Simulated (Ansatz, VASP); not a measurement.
## Two plane-wave programs on As

```
As
1.0
     2.76707   -2.79208    0.00000
     2.76707    2.79208    0.00000
     0.00000    0.00000    2.68470
As
2
Direct
  0.26020 0.73980 0.50000
  0.73980 0.26020 0.50000
```

Alike in both runs: task relaxation of cell and atoms; functional PBE; k mesh 14 × 14 × 20; occupations gaussian, width 0.1 eV; no spin polarisation.

|  | VASP | Ansatz |
| --- | --- | --- |
| version | VASP 6.6.1 | Ansatz 0.2.0 |
| potentials or method | VASP PAW PBE potentials, release 64 (As), cutoff 600 eV | scalar-relativistic, plane waves, PAW |
| valence electrons in the cell | 10 | 30 |

|  | VASP | Ansatz | Ansatz less VASP |
| --- | --- | --- | --- |
| gap on the k mesh at the Fermi level, each at its own relaxed structure (eV) | none | none | - |
| relaxed volume (Å³/atom) | 21.79 | 21.73 | -0.054 |
| relaxed cell length with the largest relative difference (Å) | 3.954 | 3.950 | -0.0039 |

A gap of «none» marks a metal or a gap that the smearing closes. VASP's potentials hold 10 valence electrons a cell and Ansatz's 30, so a difference there can come from the potentials and not from the codes.
